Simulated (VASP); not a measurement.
# Mg2Si (Fm-3m) in VASP: notebook, part 2 of 2

VASP 6.6.1.

## (3) Single point, PBE (20.82 Å³/atom)

This run uses another cell than the first one, of 20.82 Å³/atom.

Contents of INCAR:

```
SYSTEM = Mg2Si
PREC = Accurate
ENCUT = 600
EDIFF = 1E-6
ISMEAR = 0
SIGMA = 0.01
LREAL = .False.
LASPH = .True.
NELM = 120
ALGO = Normal
ISIF = 2
LWAVE = .False.
LCHARG = .False.
GGA = PE
NBANDS = 11
GGA_COMPAT = .False.
```

Contents of KPOINTS:

```
Automatic mesh
0
Gamma
  6 6 6
  0 0 0
```

Contents of POSCAR:

```
Mg2Si
1.0
    0.0000000000      3.1491884119      3.1491884119
    3.1491884119      0.0000000000      3.1491884119
    3.1491884119      3.1491884119      0.0000000000
Si Mg
1 2
Direct
    0.0000000000      0.0000000000      0.0000000000
    0.2500000000      0.2500000000      0.2500000000
    0.7500000000      0.7500000000      0.7500000000
```

Potentials or basis: VASP PAW PBE potentials, release 64 (Si, Mg).

On the command line:

```
$ cat potpaw_PBE.64/Si/POTCAR potpaw_PBE.64/Mg/POTCAR > POTCAR
$ mpirun -np 1 vasp_std > vasp.out
```

It took 33 s on 1 thread of Intel Xeon 8259CL, shared host; peak memory 0.2 GiB.

The run converged. Its results:

```yaml
Free_energy: -8.8867 eV
Pressure: 1.7 GPa
Band_gap_on_the_k_mesh: 0.17 eV (least direct gap 2.02 eV)
```

Levels at points of the mesh, in eV from the valence-band top:
```
           k point  band 2  band 3  band 4  band 5  band 6  band 7
(0.00, 0.00, 0.00)    0.00    0.00    0.00    2.02    2.60    2.60
(0.50, 0.00, 0.00)   -4.84   -0.71   -0.71    1.35    2.56    2.56
(0.50, 0.50, 0.00)   -4.50   -1.98   -1.98    0.17    0.44    8.07
```

Caveat: the structure was generated, so it needn't be the stable form of Mg2Si; semilocal functionals underestimate gaps, and a narrow one can read as zero. A k mesh can miss the band edges.

## (4) Single point, PBE

This run uses another cell than the first one, of 21.47 Å³/atom.

Contents of INCAR:

```
ALGO = Normal
EDIFF = 1E-6
ENCUT = 600
GGA = PE
GGA_COMPAT = F
ISIF = 2
ISMEAR = 0
LASPH = T
LCHARG = T
LELF = T
LREAL = F
LVHAR = T
LWAVE = F
NBANDS = 11
NELM = 120
PREC = Accurate
SIGMA = 0.01
```

Contents of KPOINTS:

```
k-points
0
Gamma
  6 6 6
```

Contents of POSCAR:

```
Mg2Si
1.0
    0.0000000000      3.1813252071      3.1813252071
    3.1813252071      0.0000000000      3.1813252071
    3.1813252071      3.1813252071      0.0000000000
Si Mg
1 2
Direct
    0.0000000000      0.0000000000      0.0000000000
    0.2500000000      0.2500000000      0.2500000000
    0.7500000000      0.7500000000      0.7500000000
```

On the command line:

```
$ cat potpaw_PBE.64/Si/POTCAR potpaw_PBE.64/Mg/POTCAR > POTCAR
$ mpirun -np 1 vasp_std > vasp.out
```

Wall time 30 s (1 thread of Intel Xeon 8259CL, shared host); peak memory 0.21 GiB.

It converged, with:

| Property | Result |
| --- | --- |
| Free energy | -8.8959 eV |
| Pressure | -0.1 GPa |
| Band gap on the k mesh | 0.21 eV (least direct gap 1.84 eV) |

Levels at points of the mesh, in eV from the valence-band top:
| k point | band 1 | band 2 | band 3 | band 4 | band 5 | band 6 | band 7 | band 8 |
| --- | --- | --- | --- | --- | --- | --- | --- | --- |
| (0.00, 0.00, 0.00) | -9.09 | 0.00 | 0.00 | 0.00 | 1.84 | 2.55 | 2.55 | 2.55 |
| (0.50, 0.00, 0.00) | -7.67 | -4.74 | -0.70 | -0.70 | 1.24 | 2.55 | 2.55 | 4.99 |
| (0.50, 0.50, 0.00) | -7.12 | -4.42 | -1.94 | -1.94 | 0.21 | 0.40 | 7.89 | 7.89 |

Caveat: the structure was generated, so it needn't be the stable form of Mg2Si; semilocal functionals underestimate gaps, and a narrow one can read as zero. A k mesh can miss the band edges.

## (5) Single point, PBE (22.11 Å³/atom)

This run uses another cell than the first one, of 22.11 Å³/atom.

Contents of INCAR:

```
PREC = Accurate ; ENCUT = 600
EDIFF = 1E-6 ; ISMEAR = 0
SIGMA = 0.01 ; LREAL = False
LASPH = True ; NELM = 120
ALGO = Normal ; ISIF = 2
LWAVE = False ; LCHARG = False
GGA = PE ; NBANDS = 11
GGA_COMPAT = False
```

Contents of KPOINTS:

```
regular mesh
0
Gamma
  6 6 6
```

Contents of POSCAR:

```
Mg2Si
1.0
    0.0000000000      3.2128255251      3.2128255251
    3.2128255251      0.0000000000      3.2128255251
    3.2128255251      3.2128255251      0.0000000000
Si Mg
1 2
Direct
    0.0000000000      0.0000000000      0.0000000000
    0.2500000000      0.2500000000      0.2500000000
    0.7500000000      0.7500000000      0.7500000000
```

On the command line:

```
$ cat potpaw_PBE.64/Si/POTCAR potpaw_PBE.64/Mg/POTCAR > POTCAR
$ mpirun -np 1 vasp_std > vasp.out
```

It took 32 s on 1 thread of Intel Xeon 8259CL, shared host; peak memory 0.21 GiB.

It converged, with:

- Free energy: -8.8854 eV
- Pressure: -1.6 GPa
- Band gap on the k mesh: 0.24 eV (least direct gap 1.67 eV)

Levels at points of the mesh, in eV from the valence-band top:
| k point | band 1 | band 2 | band 3 | band 4 | band 5 | band 6 | band 7 | band 8 |
| --- | --- | --- | --- | --- | --- | --- | --- | --- |
| (0.00, 0.00, 0.00) | -8.96 | 0.00 | 0.00 | 0.00 | 1.67 | 2.51 | 2.51 | 2.51 |
| (0.50, 0.00, 0.00) | -7.60 | -4.65 | -0.69 | -0.69 | 1.12 | 2.53 | 2.53 | 4.92 |
| (0.50, 0.50, 0.00) | -7.07 | -4.35 | -1.90 | -1.90 | 0.24 | 0.35 | 7.72 | 7.72 |

Caveat: the structure was generated, so it needn't be the stable form of Mg2Si; semilocal functionals underestimate gaps, and a narrow one can read as zero. A k mesh can miss the band edges.

## (6) Single point, PBE (22.75 Å³/atom)

This run uses another cell than the first one, of 22.75 Å³/atom.

Contents of INCAR:

```
SYSTEM = Mg2Si
  PREC = Accurate
  ENCUT = 600
  EDIFF = 1E-6
  ISMEAR = 0
  SIGMA = 0.01
  LREAL = .FALSE.
  LASPH = .TRUE.
  NELM = 120
  ALGO = Normal
  ISIF = 2
  LWAVE = .FALSE.
  LCHARG = .FALSE.
  GGA = PE
  NBANDS = 11
  GGA_COMPAT = .FALSE.
```

Contents of KPOINTS:

```
regular mesh
0
G
  6 6 6
  0 0 0
```

Contents of POSCAR:

```
Mg2Si
1.0
    0.0000000000      3.2437199735      3.2437199735
    3.2437199735      0.0000000000      3.2437199735
    3.2437199735      3.2437199735      0.0000000000
Si Mg
1 2
Direct
    0.0000000000      0.0000000000      0.0000000000
    0.2500000000      0.2500000000      0.2500000000
    0.7500000000      0.7500000000      0.7500000000
```

Potentials or basis: VASP PAW PBE potentials, release 64 (Si, Mg).

On the command line:

```
$ cat potpaw_PBE.64/Si/POTCAR potpaw_PBE.64/Mg/POTCAR > POTCAR
$ mpirun -np 1 vasp_std > vasp.out
```

OUTCAR:

```text
SYSTEM = Mg2Si
   PREC = Accurate
   ENCUT = 600
   EDIFF = 1E-6
   ISMEAR = 0
   LREAL = .FALSE.
   LASPH = .TRUE.
   NELM = 120
   ISIF = 2
   GGA = PE

 ion  position               nearest neighbor table
   1  0.000  0.000  0.000-   3 2.81   3 2.81   3 2.81   2 2.81   3 2.81   2 2.81   2 2.81   2 2.81

   2  0.250  0.250  0.250-   1 2.81   1 2.81   1 2.81   1 2.81   3 3.24   3 3.24   3 3.24   3 3.24
                             3 3.24   3 3.24
   3  0.750  0.750  0.750-   1 2.81   1 2.81   1 2.81   1 2.81   2 3.24   2 3.24   2 3.24   2 3.24
                             2 3.24   2 3.24

[... 412 lines left out ...]
  --------------------------------------------------------------------------------------
  -------------------------------------------------------------------------------------
  Total       -1.2415180     -1.2415180     -1.2415180     -0.0000000      0.0000000      0.0000000
  in kB      -29.1409400    -29.1409400    -29.1409400     -0.0000000      0.0000000      0.0000000
  external PRESSURE =     -29.1409400 kB  Pullay stress =       0.0000000 kB

 VOLUME and BASIS-vectors are now :
 -----------------------------------------------------------------------------
  energy-cutoff  :      600.00
  volume of cell :       68.26
      direct lattice vectors                 reciprocal lattice vectors
     0.000000000  3.243719974  3.243719974    -0.154144009  0.154144009  0.154144009
     3.243719974  0.000000000  3.243719974     0.154144009 -0.154144009  0.154144009
     3.243719974  3.243719974  0.000000000     0.154144009  0.154144009 -0.154144009

 POSITION                                       TOTAL-FORCE (eV/Angst)
 -----------------------------------------------------------------------------------
      0.00000      0.00000      0.00000         0.000000     -0.000000     -0.000000
      1.62186      1.62186      1.62186         0.000000     -0.000000      0.000000
      4.86558      4.86558      4.86558        -0.000000      0.000000     -0.000000
 -----------------------------------------------------------------------------------
    total drift:                               -0.000000      0.000000     -0.000000

  FREE ENERGIE OF THE ION-ELECTRON SYSTEM (eV)
  ---------------------------------------------------
  free  energy   TOTEN  =        -8.8579052673 eV

  energy  without entropy=       -8.8579052673  energy(sigma->0) =       -8.85790527
```

OSZICAR:

```text
N       E                     dE             d eps       ncg     rms          rms(c)
DAV:   1     0.518064676825E+01    0.51806E+01   -0.26830E+03   352   0.575E+02
DAV:   2    -0.882830574735E+01   -0.14009E+02   -0.12963E+02   464   0.672E+01
DAV:   3    -0.941650544778E+01   -0.58820E+00   -0.58584E+00   432   0.110E+01
DAV:   4    -0.942136934302E+01   -0.48639E-02   -0.48632E-02   442   0.131E+00
DAV:   5    -0.942142346948E+01   -0.54126E-04   -0.54125E-04   442   0.134E-01    0.340E+00
DAV:   6    -0.892233404875E+01    0.49909E+00   -0.10706E+00   394   0.339E+00    0.182E+00
DAV:   7    -0.885798005791E+01    0.64354E-01   -0.36350E-01   406   0.215E+00    0.888E-01
DAV:   8    -0.885794500972E+01    0.35048E-04   -0.15195E-02   400   0.622E-01    0.254E-01
DAV:   9    -0.885782408913E+01    0.12092E-03   -0.50742E-04   425   0.106E-01    0.134E-01
DAV:  10    -0.885791330527E+01   -0.89216E-04   -0.19343E-04   400   0.615E-02    0.497E-02
DAV:  11    -0.885790608004E+01    0.72252E-05   -0.12876E-05   412   0.139E-02    0.231E-02
DAV:  12    -0.885790521866E+01    0.86137E-06   -0.11443E-05   397   0.130E-02    0.391E-03
DAV:  13    -0.885790526729E+01   -0.48623E-07   -0.32414E-07   221   0.308E-03
   1 F= -.88579053E+01 E0= -.88579053E+01  d E =-.180184E-11
```

Wall time 42 s (1 thread of Intel Xeon 8259CL, shared host); peak memory 0.24 GiB.

What came out:

- Free energy: -8.8579 eV
- Pressure: -2.9 GPa
- Band gap on the k mesh: 0.27 eV (least direct gap 1.50 eV)

Caveat: the structure was generated, so it needn't be the stable form of Mg2Si; semilocal functionals underestimate gaps, and a narrow one can read as zero. A k mesh can miss the band edges.

## (7) Summary

```tsv
cell	gap on the mesh (eV)	pressure (GPa)
a = 4.407 Å, angles 60.0°, 3 atoms	0.13	3.7
a = 4.454 Å, angles 60.0°, 3 atoms	0.17	1.7
a = 4.499 Å, angles 60.0°, 3 atoms	0.21	-0.1
a = 4.544 Å, angles 60.0°, 3 atoms	0.24	-1.6
a = 4.587 Å, angles 60.0°, 3 atoms	0.27	-2.9
```

Alike in all rows: task single point; level PBE; potentials or basis VASP PAW PBE potentials, release 64 (Si, Mg); no spin polarisation; k mesh 6 × 6 × 6; cutoff (eV) 600; smearing gaussian 0.01 eV.

Caveats: the structure was generated, so it needn't be the stable form of Mg2Si; semilocal functionals underestimate gaps, and a narrow one can read as zero; the cell stands under pressure (at least some runs).

Absolute energies hang on the potentials; compare differences alone.
